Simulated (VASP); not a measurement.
Write the native input for VASP 6.6.1 that does the following.

| Quantity | Value |
| --- | --- |
| Task | relaxation of cell and atoms |
| Functional | PBEsol |
| Potentials or basis | VASP PAW PBE potentials, release 64 (Ba_sv, Te) |
| Cutoff | 600 eV |
| k mesh | 6 × 6 × 6 |
| Occupations | gaussian, width 0.05 eV |
| Spin | no spin polarisation |
| Dipole correction | no |
| Further INCAR settings | ALGO = Normal; EDIFF = 1e-07; IBRION = 2; EDIFFG = -0.01; NSW = 100; ISIF = 3 |

The structure of BaTe lies in POSCAR:

```
BaTe
1.0
    0.0000000000      3.4713973956      3.4713973956
    3.4713973956      0.0000000000      3.4713973956
    3.4713973956      3.4713973956      0.0000000000
Ba Te
1 1
Direct
    0.0103777088     -0.0082703199     -0.0038527617
    0.4896222912      0.5082703199      0.5038527617
```

One way to write it, as run:

INCAR

```
PREC = Accurate
ENCUT = 600
EDIFF = 1E-7
ISMEAR = 0
SIGMA = 0.05
LREAL = F
LASPH = T
NELM = 80
ALGO = Normal
ISIF = 3
LWAVE = F
LCHARG = F
GGA = PS
IBRION = 2
NSW = 100
EDIFFG = -0.01
```

KPOINTS

```
regular mesh
0
Gamma
  6 6 6
```

Potentials or basis: VASP PAW PBE potentials, release 64 (Ba_sv, Te).

Launch:

```console
$ cat potpaw_PBE.64/Ba_sv/POTCAR potpaw_PBE.64/Te/POTCAR > POTCAR
$ mpirun -np 1 vasp_std > vasp.out
```

It gave:

```json
{"Relaxed volume": "42.31 Å³/atom", "Relaxed cell": "a = 4.927 Å, b = 4.929 Å, c = 4.932 Å, α = 59.97°, β = 59.96°, γ = 59.94°", "Space group after relaxing (to 0.1 Å)": "Fm-3m (No. 225)", "Energy gained by relaxing": "6.0 meV/atom", "Ionic steps": "8", "Pressure after relaxing": "0.0 GPa", "Band gap on the k mesh": "1.40 eV (least direct gap 1.79 eV)"}
```

Caveat: the PAW data sets were made with another functional, which shifts forces and pressure a little; spin-orbit coupling is left out, which moves the levels of the heavy elements.

It took 4.1 min on 1 thread of Intel(R) Xeon(R) 6975P-C (Granite Rapids), with other jobs on the host, peak memory 0.36 GiB.
